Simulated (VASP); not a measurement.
Here is a VASP 6.6.1 calculation.

The input INCAR:

```
SYSTEM = SiBi2Te5
PREC = Accurate
ENCUT = 520
EDIFF = 1E-6
ISMEAR = 0
SIGMA = 0.1
LREAL = .False.
LASPH = .True.
NELM = 80
ALGO = Normal
ISIF = 2
LWAVE = .False.
LCHARG = .True.
GGA = PE
LELF = .True.
LVHAR = .True.
NBANDS = 42
```

Contents of KPOINTS:

```
regular mesh
0
Gamma
  12 12 2
  0 0 0
```

File POSCAR:

```
SiBi2Te5
1.0
    4.1940778290      0.0000000000      0.0000000000
   -2.0970389145      3.6321779454      0.0000000000
    0.0000000000      0.0000000000     16.3687903570
Si Bi Te
1 2 5
Direct
    0.0000000000      0.0000000000      0.0006740288
    0.3333333333      0.6666666667      0.7641399407
    0.6666666667      0.3333333333      0.2410686515
    0.3333333333      0.6666666667      0.0946814857
    0.6666666667      0.3333333333      0.9008392273
    0.0000000000      0.0000000000      0.6455523437
    0.0000000000      0.0000000000      0.3590066205
    0.3333333333      0.6666666667      0.4940377019
```

Potentials or basis: VASP PAW PBE potentials, release 64 (Si, Bi_d, Te).

Run with:

```bash
$ cat potpaw_PBE.64/Si/POTCAR potpaw_PBE.64/Bi_d/POTCAR potpaw_PBE.64/Te/POTCAR > POTCAR
$ mpirun -np 1 vasp_std > vasp.out
```

(1) What does it give for the largest force?

(2) What does it give for the pressure?

(3) What does it give for the band gap on the k mesh?

Answers

(1) 0.009 eV/Å.

(2) 0.0 GPa.

(3) zero (bands 32 and 33 overlap by 0.87 eV).

Caveat: spin-orbit coupling is left out, which moves the levels of the heavy elements.
